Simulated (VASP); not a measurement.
Input of a VASP 6.6.1 run:

The input POSCAR:

```
LaS
1.0
    0.0000000000      2.9450089559      2.9450089559
    2.9450089559      0.0000000000      2.9450089559
    2.9450089559      2.9450089559      0.0000000000
La S
1 1
Direct
    0.0000000000      0.0000000000      0.0000000000
    0.5000000000      0.5000000000      0.5000000000
```

The input INCAR.step1:

```
ALGO = Normal
EDIFF = 1E-4
ENCUT = 520
GGA = PE
ISMEAR = -1
LASPH = True
LCHARG = False
LREAL = False
LWAVE = True
NBANDS = 16
NELM = 100
PREC = Accurate
SIGMA = 0.02
```

Contents of INCAR.step2:

```
ALGO = Normal
EDIFF = 1E-6
ENCUT = 520
ISIF = 2
ISMEAR = -1
ISTART = 1
LASPH = True
LCHARG = False
LMIXTAU = True
LREAL = False
LWAVE = False
METAGGA = R2SCAN
NBANDS = 16
NELM = 100
PREC = Accurate
SIGMA = 0.02
```

File KPOINTS:

```
k-points
0
Gamma
  7 7 7
```

Potentials or basis: VASP PAW PBE potentials, release 64 (La, S).

Launch:

```console
$ cat potpaw_PBE.64/La/POTCAR potpaw_PBE.64/S/POTCAR > POTCAR
$ cp INCAR.step1 INCAR
$ mpirun -np 1 vasp_std > vasp.out
$ cp INCAR.step2 INCAR
$ mpirun -np 1 vasp_std > vasp.out
```

Problem. Estimate the pressure.

Solution. -0.2 GPa.

Caveat: the PAW data sets were made with another functional, which shifts forces and pressure a little.
